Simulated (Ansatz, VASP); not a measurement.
## Cs3SI: VASP beside Ansatz

```
Cs S I
1.0
     6.81865    0.00000    0.00000
     0.00000    6.81865    0.00000
     0.00000    0.00000    6.81865
Cs S I
3 1 1
Cartesian
  3.4093 0.0000 0.0000
  0.0000 3.4093 0.0000
  0.0000 0.0000 3.4093
  0.0000 0.0000 0.0000
  3.4093 3.4093 3.4093
```

Alike in both runs: task single point; functional PBE; k mesh 4 × 4 × 4; occupations gaussian, width 0.02 eV; no spin polarisation.

```csv
,VASP,Ansatz
version,VASP 6.6.1,Ansatz 0.2.0
potentials or method,"VASP PAW PBE potentials, release 64 (Cs_sv, S, I), cutoff 520 eV","scalar-relativistic, plane waves, PAW"
valence electrons in the cell,40,50
```

|  | VASP | Ansatz | Ansatz less VASP |
| --- | --- | --- | --- |
| gap on the k mesh at the Fermi level (eV) | 1.07 | 1.10 | +0.029 |
| least direct gap on the mesh (eV) | 1.07 | 1.10 | +0.029 |
| pressure (GPa) | -0.4 | -0.5 | -0.03 |

VASP's potentials hold 40 valence electrons a cell and Ansatz's 50, so a difference there can come from the potentials and not from the codes.

Spin-orbit coupling is off throughout.
